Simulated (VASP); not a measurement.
# Si in VASP: a series of runs

Runs on Si. Level: LDA. Tasks: single point.

Program: VASP 6.6.1. These are calculated values, not measurements. Logs are shortened: lines on timing, memory, paths and dates and some standing lists are left out, and cuts for length are marked.

## 1. The cell of the first run

The structure is tetragonal, space group P-4m2 (No. 115). The conventional cell has a = 3.820 Å, b = 3.820 Å, c = 5.527 Å, α = 90.00°, β = 90.00°, γ = 90.00°. Within 3.1 Å of Si (site symmetry 2mm) lie 4 Si at 2.34 to 2.38 Å. Within 3.1 Å of Si (site symmetry -4m2) lie 4 Si at 2.38 Å. Si (site symmetry -4m2) has 4 Si at 2.34 Å within 3.1 Å.

## 2. Single point, LDA (mode 6 frozen in at -0.033 Å, normal strain along x +0.0233)

Contents of INCAR:

```
SYSTEM = Si
ALGO     = Normal         ! electronic algorithm
EDIFF    = 1E-7           ! SCF threshold, eV
ENCUT    = 520            ! plane-wave cutoff, eV
GGA      = CA             ! functional
ISIF     = 2              ! what is computed and relaxed
ISMEAR   = 0              ! smearing method
LASPH    = .True.         ! aspherical terms in the spheres
LCHARG   = .True.         ! write CHGCAR
LELF     = .True.         ! ELF
LREAL    = .False.        ! projectors in reciprocal space
LVHAR    = .True.       
LWAVE    = .False.        ! write WAVECAR
NBANDS   = 16             ! bands
NELM     = 60             ! most SCF steps
PREC     = Accurate       ! precision mode
SIGMA    = 0.05           ! smearing width, eV
```

Contents of KPOINTS:

```
k-points
0
Gamma
  10 10 6
  0 0 0
```

Contents of POSCAR:

```
Si
1.0
    0.0000000000     -2.7007989451     -2.7007989451
    0.0000000000      2.7007989451     -2.7007989451
    5.5274551210      0.0000000000      0.0000000000
Si
4
Direct
    0.5000000000      0.5000000000     -0.0061093033
    0.0000000000      0.0000000000      0.5061093033
    0.0000000000      0.5000000000      0.2500000000
    0.5000000000      0.0000000000      0.7500000000
```

Potentials or basis: VASP PAW LDA potentials, release 64 (Si).

The run is started by

```sh
$ cat potpaw_LDA.64/Si/POTCAR > POTCAR
$ mpirun -np 1 vasp_std > vasp.out
```

OUTCAR:

```text
SYSTEM = Si
   EDIFF = 1E-7
   ENCUT = 520
   GGA = CA
   ISIF = 2
   ISMEAR = 0
   LASPH = .True.
   LREAL = .False.
   NELM = 60
   PREC = Accurate

 ion  position               nearest neighbor table
   1  0.500  0.500  0.994-   4 2.34   4 2.34   3 2.38   3 2.38
   2  0.000  0.000  0.506-   4 2.34   4 2.34   3 2.38   3 2.38
   3  0.000  0.500  0.250-   1 2.38   2 2.38   2 2.38   1 2.38
   4  0.500  0.000  0.750-   1 2.34   2 2.34   1 2.34   2 2.34

  LATTYP: Found a simple tetragonal cell.
 ALAT       =     3.8195064974
 C/A-ratio  =     1.4471647384

  Lattice vectors:

 A1 = (   0.0000000000,  -2.7007989451,  -2.7007989451)
 A2 = (   0.0000000000,   2.7007989451,  -2.7007989451)
 A3 = (   5.5274551210,   0.0000000000,   0.0000000000)

Analysis of symmetry for initial positions (statically):
=====================================================================
 Subroutine PRICEL returns:
 Original cell was already a primitive cell.

 Routine SETGRP: Setting up the symmetry group for a
 simple tetragonal supercell.

 Subroutine GETGRP returns: Found  8 space group operations
 (whereof  4 operations were pure point group operations)
 out of a pool of 16 trial point group operations.

The static configuration has the point symmetry C_2v.
 The point group associated with its full space group is D_2d.

Analysis of symmetry for dynamics (positions and initial velocities):
=====================================================================
 Subroutine PRICEL returns:
 Original cell was already a primitive cell.

 Routine SETGRP: Setting up the symmetry group for a
 simple tetragonal supercell.

 Subroutine GETGRP returns: Found  8 space group operations
 (whereof  4 operations were pure point group operations)
 out of a pool of 16 trial point group operations.

The dynamic configuration has the point symmetry C_2v.
 The point group associated with its full space group is D_2d.

 Subroutine INISYM returns: Found  8 space group operations
 (whereof  4 operations are pure point group operations),
 and found     1 'primitive' translations

----------------------------------------------------------------------------------------

                                     Primitive cell

  volume of cell :      80.6380

  direct lattice vectors                    reciprocal lattice vectors
     0.000000000 -2.700798945 -2.700798945     0.000000000 -0.185130404 -0.185130404
     0.000000000  2.700798945 -2.700798945     0.000000000  0.185130404 -0.185130404
     5.527455121  0.000000000  0.000000000     0.180915083  0.000000000  0.000000000

  length of vectors
     3.819506497  3.819506497  5.527455121     0.261813928  0.261813928  0.180915083

  position of ions in fractional coordinates (direct lattice)
     0.500000000  0.500000000  0.993890697
     0.000000000  0.000000000  0.506109303
     0.000000000  0.500000000  0.250000000
     0.500000000  0.000000000  0.750000000

  ion indices of the primitive-cell ions
   primitive index   ion index
                 1           1
                 2           2
                 3           3
                 4           4

----------------------------------------------------------------------------------------

 KPOINTS: k-points

Automatic generation of k-mesh.
 Grid dimensions read from file:
 generate k-points for:   10   10    6

 Generating k-lattice:

  Cartesian coordinates                     Fractional coordinates (reciprocal lattice)
     0.000000000 -0.018513040 -0.018513040     0.100000000  0.000000000  0.000000000
     0.000000000  0.018513040 -0.018513040     0.000000000  0.100000000  0.000000000
     0.030152514  0.000000000  0.000000000     0.000000000  0.000000000  0.166666667

  Length of vectors
     0.026181393  0.026181393  0.030152514

  Shift w.r.t. Gamma in fractional coordinates (k-lattice)
     0.000000000  0.000000000  0.000000000

 Subroutine IBZKPT returns following result:
 ===========================================

 Found     84 irreducible k-points:

 Following reciprocal coordinates:
            Coordinates               Weight
  0.000000  0.000000  0.000000      1.000000
  0.100000  0.000000  0.000000      4.000000
  0.200000  0.000000  0.000000      4.000000
  0.300000  0.000000  0.000000      4.000000
  0.400000  0.000000  0.000000      4.000000
  0.500000  0.000000  0.000000      2.000000
[... 16 lines left out ...]
  0.100000  0.000000  0.166667      8.000000
  0.200000  0.000000  0.166667      8.000000
 [... further k-points ...]
   k-points           NKPTS =     84   k-points in BZ     NKDIM =     84   number of bands    NBANDS=     16
   number of dos      NEDOS =    301   number of ions     NIONS =      4
   total plane-waves  NPLWV =  32928
   dimension x,y,z NGX =    28 NGY =   28 NGZ =   42
   dimension x,y,z NGXF=    56 NGYF=   56 NGZF=   84
   ions per type =               4
   NGX,Y,Z   is equivalent  to a cutoff of  12.19, 12.19, 12.63 a.u.
   NGXF,Y,Z  is equivalent  to a cutoff of  24.37, 24.37, 25.26 a.u.
 SYSTEM =  Si
   PREC   = accura    normal or accurate (medium, high low for compatibility)
   ISTART =      0    job   : 0-new  1-cont  2-samecut
   ICHARG =      2    charge: 1-file 2-atom 10-const
   ISPIN  =      1    spin polarized calculation?
   LNONCOLLINEAR =      F non collinear calculations
   LSORBIT =      F    spin-orbit coupling
   LASPH  =      T    aspherical Exc in radial PAW
   ENCUT  =  520.0 eV  38.22 Ry    6.18 a.u.   7.10  7.10 10.28*2*pi/ulx,y,z
   NELM   =     60;   NELMIN=  2; NELMDL= -5     # of ELM steps
   EDIFF  = 0.1E-06   stopping-criterion for ELM
   LREAL  =      F    real-space projection
   EDIFFG = 0.1E-05   stopping-criterion for IOM
   NSW    =      0    number of steps for IOM
   IBRION =     -1    ionic relax: 0-MD 1-quasi-New 2-CG
   NFREE  =      0    steps in history (QN), initial steepest desc. (CG)
   ISIF   =      2    stress and relaxation
   ISYM   =      2    0-nonsym 1-usesym 2-fastsym
   POTIM  = 0.5000    time-step for ionic-motion
   TEBEG  =    0.0;   TEEND  =   0.0 temperature during run
   PSTRESS=    0.0 pullay stress
   NELECT =      16.0000    total number of electrons
   NUPDOWN=      -1.0000    fix difference up-down
   EMIN   =  10.00;   EMAX   =-10.00  energy-range for DOS
   EFERMI =   0.00;   METHOD = LEGACY
   ISMEAR =     0;   SIGMA  =   0.05  broadening in eV -4-tet -1-fermi 0-gaus
   EFERMI_NEDOS =   21; number of points for ismear=-14 and -15
   IALGO  =     38    algorithm
   IMIX   =      4    mixing-type and parameters
     AMIX     =   0.40;   BMIX     =  1.00
     AMIX_MAG =   1.60;   BMIX_MAG =  1.00
  volume/ion in A,a.u.               =      20.16       136.04
  Fermi-wavevector in a.u.,A,eV,Ry     =   0.954849  1.804404 12.404942  0.911738
  Thomas-Fermi vector in A             =   2.083634
   LORBIT       =      0    0 simple, 1 ext, 2 COOP (PROOUT), +10 PAW based schemes
   GGA     = CA    functional components
   LHFCALC =     F    Hartree Fock is set to
   AEXX    =    0.0000 exact exchange contribution
   IVDW    =     0    specifies the selected vdW correction
   LEPSILON=     F    determine dielectric tensor
   LRPA    =     F    only Hartree local field effects (RPA)
 non-spin polarized calculation
 Gauss-broadening in eV      SIGMA  =   0.05
  energy-cutoff  :      520.00
  volume of cell :       80.64
 maximum number of plane-waves:      2204
   NGX = 15   NGY = 15   NGZ = 21

 number of electron      16.0000000 magnetization

 Free energy of the ion-electron system (eV)
  ---------------------------------------------------
  ext. energy  EPLUGINS =         0.00000000
  ---------------------------------------------------
  free energy    TOTEN  =       -23.79984734 eV

  energy without entropy =      -23.79984734  energy(sigma->0) =      -23.79984734

 E-fermi :   5.9331     XC(G=0):  -9.5802

 val. band max:        5.7617881828   @ k =   0.0000   0.0000   0.0000
 cond. band min:       6.1016888115   @ k =   0.5000   0.5000   0.0000
 fundamental gap:      0.3399006287
 Fermi energy:         5.9331161579

 k-point     1 :       0.0000    0.0000    0.0000
  band No.  band energies     occupation
      1      -6.2159      2.00000
      2      -2.1798      2.00000
      3      -2.1780      2.00000
      4       2.9727      2.00000
      5       2.9727      2.00000
      6       5.5824      2.00000
[... 8 lines left out ...]
     15      13.2075      0.00000
     16      13.3474      0.00000

 k-point     2 :       0.1000    0.0000    0.0000
  band No.  band energies     occupation
      1      -6.1278      2.00000
      2      -2.2091      2.00000
      3      -2.0836      2.00000
      4       2.4512      2.00000
      5       3.0428      2.00000
      6       4.9906      2.00000
[... 8 lines left out ...]
     15      13.1569      0.00000
     16      13.1707      0.00000

 k-point     3 :       0.2000    0.0000    0.0000
  band No.  band energies     occupation
      1      -5.8659      2.00000
      2      -2.3610      2.00000
      3      -1.7980      2.00000
      4       1.6545      2.00000
      5       3.2492      2.00000
      6       3.6704      2.00000
[... 8 lines left out ...]
     15      12.4063      0.00000
     16      13.3248      0.00000

 k-point     4 :       0.3000    0.0000    0.0000
  band No.  band energies     occupation
      1      -5.4377      2.00000
      2      -2.7639      2.00000
      3      -1.3240      2.00000
      4       1.2440      2.00000
      5       2.3725      2.00000
      6       3.5208      2.00000
[... 8 lines left out ...]
     15      11.9080      0.00000
     16      12.5133      0.00000
[... 324 lines left out ...]
 k-point    22 :       0.0000    0.0000    0.1667
  band No.  band energies     occupation
      1      -6.0991      2.00000
      2      -3.3586      2.00000
      3      -0.8514      2.00000
      4       3.0771      2.00000
      5       3.0771      2.00000
      6       4.8855      2.00000
[... 8 lines left out ...]
     15      12.3695      0.00000
     16      13.7544      0.00000

 k-point    23 :       0.1000    0.0000    0.1667
  band No.  band energies     occupation
      1      -6.0117      2.00000
      2      -3.3015      2.00000
      3      -0.8675      2.00000
      4       2.5871      2.00000
      5       3.1458      2.00000
      6       4.1255      2.00000
[... 8 lines left out ...]
     15      12.4513      0.00000
     16      13.3252      0.00000

 k-point    24 :       0.2000    0.0000    0.1667
  band No.  band energies     occupation
      1      -5.7523      2.00000
      2      -3.1679      2.00000
      3      -0.9660      2.00000
      4       1.8930      2.00000
      5       2.9008      2.00000
      6       3.3472      2.00000
[... 8 lines left out ...]
     15      12.6010      0.00000
     16      12.6187      0.00000

 [... further k-points ...]
[... 5 lines left out ...]
  --------------------------------------------------------------------------------------
  -------------------------------------------------------------------------------------
  Total       -1.8289265     -0.6122710     -0.6122710      0.0000000      0.0000000      0.0000000
  in kB      -36.3385082    -12.1650674    -12.1650674      0.0000000      0.0000000      0.0000000
  external PRESSURE =     -20.2228810 kB  Pullay stress =       0.0000000 kB

 VOLUME and BASIS-vectors are now :
 -----------------------------------------------------------------------------
  energy-cutoff  :      520.00
  volume of cell :       80.64
      direct lattice vectors                 reciprocal lattice vectors
     0.000000000 -2.700798945 -2.700798945     0.000000000 -0.185130404 -0.185130404
     0.000000000  2.700798945 -2.700798945     0.000000000  0.185130404 -0.185130404
     5.527455121  0.000000000  0.000000000     0.180915083  0.000000000  0.000000000

 POSITION                                       TOTAL-FORCE (eV/Angst)
 -----------------------------------------------------------------------------------
      5.49369      0.00000     -2.70080         0.561301      0.000000     -0.000000
      2.79750      0.00000      0.00000        -0.561301     -0.000000      0.000000
      1.38186      1.35040     -1.35040        -0.000000      0.000000     -0.000000
      4.14559     -1.35040     -1.35040         0.000000     -0.000000     -0.000000
 -----------------------------------------------------------------------------------
    total drift:                                0.000000     -0.000000      0.000000

  FREE ENERGIE OF THE ION-ELECTRON SYSTEM (eV)
  ---------------------------------------------------
  free  energy   TOTEN  =       -23.7998473400 eV

  energy  without entropy=      -23.7998473385  energy(sigma->0) =      -23.79984734
```

Run time: 48 s. Hardware: 1 thread of AMD EPYC 9R45 (Zen 5), shared host; peak memory 0.16 GiB.

Results:

```yaml
Free_energy: -23.7998 eV
Pressure: -2.0 GPa
Largest_force: 0.561 eV/Å
Band_gap_on_the_k_mesh: 0.34 eV
```

Forces in eV/Å, atoms in the order of the input:
```
Si   0.561  0.000  0.000
Si  -0.561  0.000  0.000
Si   0.000  0.000  0.000
Si   0.000  0.000  0.000
```

Caveat: the cell differs from its parent crystal (mode 6 frozen in at -0.033 Å, normal strain along x +0.0233).

[end of part 1 of 2]
